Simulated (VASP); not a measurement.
# Zn (P6_3/mmc) in VASP: a series of runs, part 2 of 2

VASP 6.6.1.

**4. Single point, HSE06**

This run uses another cell than the first one, of 15.53 Å³/atom, 1.013 times its volume.

POSCAR reads:

```
Zn
1.0
    2.6090295493      0.0000000000      0.0000000000
   -1.3045147746      2.2594858689      0.0000000000
    0.0000000000      0.0000000000      5.2671350821
Zn
2
Direct
    0.6666666667      0.3333333333      0.7500000000
    0.3333333333      0.6666666667      0.2500000000
```

INCAR.step1 reads:

```
PREC = Accurate
ENCUT = 520
EDIFF = 1E-5
ISMEAR = -1
SIGMA = 0.05
LREAL = F
LASPH = T
NELM = 60
ALGO = Normal
ISIF = 2
LWAVE = T
LCHARG = F
NBANDS = 19
GGA = PE
```

INCAR.step2 reads:

```
PREC = Accurate
ENCUT = 520
EDIFF = 1E-6
ISMEAR = -1
SIGMA = 0.05
LREAL = F
LASPH = T
NELM = 60
ALGO = Normal
ISIF = 2
LWAVE = F
LCHARG = F
GGA = PE
LHFCALC = T
HFSCREEN = 0.2079
PRECFOCK = Normal
NBANDS = 19
ISTART = 1
```

KPOINTS reads:

```
regular mesh
0
Gamma
  6 6 3
```

Potentials or basis: VASP PAW PBE potentials, release 64 (Zn).

Run with:

```sh
$ cat potpaw_PBE.64/Zn/POTCAR > POTCAR
$ cp INCAR.step1 INCAR
$ mpirun -np 1 vasp_std > vasp.out
$ cp INCAR.step2 INCAR
$ mpirun -np 1 vasp_std > vasp.out
```

OUTCAR:

```text
PREC = Accurate
   ENCUT = 520
   EDIFF = 1E-6
   ISMEAR = -1
   LREAL = F
   LASPH = T
   NELM = 60
   ISIF = 2
   GGA = PE
   LHFCALC = T
   HFSCREEN = 0.2079
   PRECFOCK = Normal
   ISTART = 1

 ion  position               nearest neighbor table
   1  0.667  0.333  0.750-   2 3.03   2 3.03   2 3.03   2 3.03   2 3.03   2 3.03
   2  0.333  0.667  0.250-   1 3.03   1 3.03   1 3.03   1 3.03   1 3.03   1 3.03

[... 496 lines left out ...]
     19      14.9408      0.00000

------------------------ aborting loop because EDIFF is reached ----------------------------------------

  FORCE on cell =-STRESS in cart. coord.  units (eV):
  Direction    XX          YY          ZZ          XY          YZ          ZX
  --------------------------------------------------------------------------------------
  -------------------------------------------------------------------------------------
  Total        0.0226923      0.0226923     -0.0169128      0.0000000      0.0000000      0.0000000
  in kB        1.1709160      1.1709160     -0.8726948      0.0000000      0.0000000      0.0000000
  external PRESSURE =       0.4897124 kB  Pullay stress =       0.0000000 kB

 VOLUME and BASIS-vectors are now :
 -----------------------------------------------------------------------------
  energy-cutoff  :      520.00
  volume of cell :       31.05
      direct lattice vectors                 reciprocal lattice vectors
     2.609029549  0.000000000  0.000000000     0.383284275  0.221289280  0.000000000
    -1.304514775  2.259485869  0.000000000     0.000000000  0.442578559  0.000000000
     0.000000000  0.000000000  5.267135082     0.000000000  0.000000000  0.189856532

 POSITION                                       TOTAL-FORCE (eV/Angst)
 -----------------------------------------------------------------------------------
      1.30451      0.75316      3.95035        -0.000000     -0.000000      0.000000
     -0.00000      1.50632      1.31678         0.000000      0.000000      0.000000
 -----------------------------------------------------------------------------------
    total drift:                               -0.000000      0.000000     -0.000000

  FREE ENERGIE OF THE ION-ELECTRON SYSTEM (eV)
  ---------------------------------------------------
  free  energy   TOTEN  =        -2.5183465016 eV

  energy  without entropy=       -2.5097414091  energy(sigma->0) =       -2.51404396
```

OSZICAR.step1:

```text
N       E                     dE             d eps       ncg     rms          rms(c)
DAV:   1     0.119299252965E+03    0.11930E+03   -0.12261E+04   540   0.198E+03
DAV:   2     0.330920287777E+01   -0.11599E+03   -0.11143E+03   535   0.306E+02
DAV:   3    -0.238524949588E+01   -0.56945E+01   -0.56751E+01   594   0.735E+01
DAV:   4    -0.242194217182E+01   -0.36693E-01   -0.36683E-01   600   0.602E+00
DAV:   5    -0.242199188666E+01   -0.49715E-04   -0.49715E-04   585   0.202E-01    0.394E+00
DAV:   6    -0.222510157743E+01    0.19689E+00   -0.78598E-01   605   0.185E+01    0.294E+00
DAV:   7    -0.221669155208E+01    0.84100E-02   -0.26337E-02   679   0.268E+00    0.153E+00
DAV:   8    -0.221253703903E+01    0.41545E-02   -0.17869E-03   713   0.594E-01    0.484E-02
DAV:   9    -0.221254786765E+01   -0.10829E-04   -0.21015E-04   748   0.187E-01    0.341E-02
DAV:  10    -0.221255198539E+01   -0.41177E-05   -0.19416E-05   500   0.502E-02
   1 F= -.22125520E+01 E0= -.22074104E+01  d E =-.102832E-01
```

It took 29 min on 1 thread of AMD EPYC 7R43 (Zen 3), shared host; peak memory 0.21 GiB.

Results:

| Quantity | Value |
| --- | --- |
| Free energy | -2.5183 eV |
| Pressure | 0.0 GPa |
| Band gap on the k mesh | zero (band 12 reaches 4.12 eV, above the bottom of band 13 at -1.42 eV) |

Levels at points of the mesh, in eV from the Fermi level:
| k point | band 9 | band 10 | band 11 | band 12 | band 13 | band 14 | band 15 | band 16 |
| --- | --- | --- | --- | --- | --- | --- | --- | --- |
| (0.00, 0.00, 0.00) | -9.95 | -9.81 | -9.81 | -5.13 | -4.80 | 11.37 | 15.21 | 19.79 |
| (0.50, 0.00, 0.00) | -9.52 | -9.51 | -3.35 | -2.48 | 2.05 | 3.57 | 3.77 | 5.52 |

Caveat: the k points lie up to 0.46 Å⁻¹ apart; the PAW data sets were made with another functional, which shifts forces and pressure a little.

**5. Single point, r2SCAN0**

POSCAR reads:

```
Zn
1.0
    2.6700000000      0.0000000000      0.0000000000
   -1.3350000000      2.3122878281      0.0000000000
    0.0000000000      0.0000000000      4.9660000000
Zn
2
Direct
    0.6666666667      0.3333333333      0.7500000000
    0.3333333333      0.6666666667      0.2500000000
```

INCAR.step1 reads:

```
SYSTEM = Zn
PREC = Accurate
ENCUT = 520
EDIFF = 1E-5
ISMEAR = -1
SIGMA = 0.05
LREAL = .FALSE.
LASPH = .TRUE.
NELM = 80
ALGO = Normal
ISIF = 2
LWAVE = .TRUE.
GGA = PE
NBANDS = 19
```

INCAR.step2 reads:

```
SYSTEM = Zn
PREC = Accurate
ENCUT = 520
EDIFF = 1E-7
ISMEAR = -1
SIGMA = 0.05
LREAL = .FALSE.
LASPH = .TRUE.
NELM = 80
ALGO = Normal
ISIF = 2
LWAVE = .FALSE.
LCHARG = .TRUE.
METAGGA = R2SCAN
LHFCALC = .TRUE.
AEXX = 0.25
LMIXTAU = .TRUE.
PRECFOCK = Normal
LELF = .TRUE.
LVHAR = .TRUE.
ISTART = 1
NBANDS = 19
```

KPOINTS reads:

```
regular mesh
0
G
  6 6 3
  0 0 0
```

Run with:

```sh
$ cat potpaw_PBE.64/Zn/POTCAR > POTCAR
$ cp INCAR.step1 INCAR
$ mpirun -np 1 vasp_std > vasp.out
$ cp INCAR.step2 INCAR
$ mpirun -np 1 vasp_std > vasp.out
```

Run time: 43 min. Hardware: 1 thread of Oxide Virtual Turin-like, shared host; peak memory 0.12 GiB.

It converged, with:

| Property | Result |
| --- | --- |
| Free energy | -14.5994 eV |
| Pressure | -3.1 GPa |
| Band gap on the k mesh | zero (band 12 reaches 3.89 eV, above the bottom of band 13 at -1.14 eV) |

Stress tensor (GPa, compression positive):
```
-5.95  0.00  0.00
 0.00 -5.95  0.00
 0.00  0.00  2.53
```

Levels at points of the mesh, in eV from the Fermi level:
| k point | band 10 | band 11 | band 12 | band 13 | band 14 | band 15 |
| --- | --- | --- | --- | --- | --- | --- |
| (0.00, 0.00, 0.00) | -10.11 | -10.11 | -4.81 | -4.20 | 15.41 | 18.82 |
| (0.50, 0.00, 0.00) | -9.87 | -3.85 | -2.99 | 3.42 | 4.30 | 5.20 |

Caveat: the k points lie up to 0.45 Å⁻¹ apart; the PAW data sets were made with another functional, which shifts forces and pressure a little.

**6. Overview**

```csv
task,level,cell,k mesh,cutoff (eV),grid for exact exchange (PRECFOCK),share of exact exchange,screening parameter,gap on the mesh (eV),pressure (GPa)
relaxation of cell and atoms,revPBE,"relaxed from a = 2.670, b = 2.670, c = 4.966 Å, angles 90.0, 90.0, 120.0°, 2 atoms",11 × 11 × 6,600,-,-,-,none,0.0
single point,PBE-based screened hybrid,"a = 2.636, b = 2.636, c = 5.125 Å, angles 90.0, 90.0, 120.0°, 2 atoms",6 × 6 × 3,520,Normal,0.25,0.3 1/Å,none,0.1
single point,HSE06,"a = 2.609, b = 2.609, c = 5.267 Å, angles 90.0, 90.0, 120.0°, 2 atoms",6 × 6 × 3,520,Normal,-,0.2079 1/Å,none,0.0
single point,r2SCAN0,"a = 2.670, b = 2.670, c = 4.966 Å, angles 90.0, 90.0, 120.0°, 2 atoms",6 × 6 × 3,520,Normal,-,-,none,-3.1
```

Alike in all rows: potentials or basis VASP PAW PBE potentials, release 64 (Zn); no spin polarisation; smearing fermi-dirac 0.05 eV.

Caveats: some runs use coarse meshes; the PAW data sets were made with another functional, which shifts forces and pressure a little.

Total energies depend on the potentials used, so only differences within one code and one set of settings carry meaning.
